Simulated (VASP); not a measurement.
Set up this calculation in VASP 6.6.1, as the native input.

```
Task                   : single point
Functional             : revPBE
Potentials or basis    : VASP PAW PBE potentials, release 64 (Ta_pv, N)
Cutoff                 : 520 eV
k mesh                 : 10 × 10 × 10
Occupations            : fermi-dirac, width 0.05 eV
Spin                   : no spin polarisation
Dipole correction      : no
Further INCAR settings : ALGO = Normal; EDIFF = 1e-06; NBANDS = 15
```

The structure of TaN lies in POSCAR:

```
TaN
1.0
    0.0000000000      2.2163430263      2.2163430263
    2.2163430263      0.0000000000      2.2163430263
    2.2163430263      2.2163430263      0.0000000000
Ta N
1 1
Direct
    0.5000000000      0.5000000000      0.5000000000
    0.0000000000      0.0000000000      0.0000000000
```

The input as run:

INCAR

```
SYSTEM = TaN
PREC     = Accurate       ! precision mode
ENCUT    = 520            ! plane-wave cutoff, eV
EDIFF    = 1E-6           ! SCF threshold, eV
ISMEAR   = -1             ! smearing method
SIGMA    = 0.05           ! smearing width, eV
LREAL    = .FALSE.        ! projectors in reciprocal space
LASPH    = .TRUE.         ! aspherical terms in the spheres
NELM     = 80             ! most SCF steps
ALGO     = Normal         ! electronic algorithm
ISIF     = 2              ! what is computed and relaxed
LWAVE    = .FALSE.        ! write WAVECAR
LCHARG   = .FALSE.        ! write CHGCAR
GGA      = RE             ! functional
NBANDS   = 15             ! bands
```

KPOINTS

```
Automatic mesh
0
G
  10 10 10
  0 0 0
```

Potentials or basis: VASP PAW PBE potentials, release 64 (Ta_pv, N).

The run is started by

```bash
$ cat potpaw_PBE.64/Ta_pv/POTCAR potpaw_PBE.64/N/POTCAR > POTCAR
$ mpirun -np 1 vasp_std > vasp.out
```

Results of the run:

```yaml
Pressure: 0.5 GPa
Band_gap_on_the_k_mesh: zero (band 8 reaches 11.19 eV, above the bottom of band 9 at 7.32 eV)
```

Caveat: the PAW data sets were made with another functional, which shifts forces and pressure a little; spin-orbit coupling is left out, which moves the levels of the heavy elements.

It took 6.8 s on 1 thread of Intel(R) Xeon(R) Platinum 8559C (Emerald Rapids), on a shared host, peak memory 0.14 GiB.
